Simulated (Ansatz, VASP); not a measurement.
# One calculation of Se, two programs

```
Se
1.0
     2.88743    0.00000    0.00000
     0.00000    2.88743    0.00000
     0.00000    0.00000    2.88743
Se
1
Direct
  0.00000 0.00000 0.00000
```

Alike in both runs: task single point; functional r2SCAN; k mesh 13 × 13 × 13; occupations fermi-dirac, width 0.1 eV; no spin polarisation.

|  | VASP | Ansatz |
| --- | --- | --- |
| version | VASP 6.6.1 | Ansatz 0.2.0 |
| potentials or method | VASP PAW PBE potentials, release 64 (Se), cutoff 520 eV | plane waves (500 eV) with PAW, scalar-relativistic |
| valence electrons in the cell | 6 | 16 |

```csv
,VASP,Ansatz,Ansatz less VASP
pressure (GPa),-4.9,-4.9,+0.07
```

VASP's potentials were made for PBE, not for r2SCAN. VASP's potentials hold 6 valence electrons a cell and Ansatz's 16, so a difference there can come from the potentials and not from the codes.
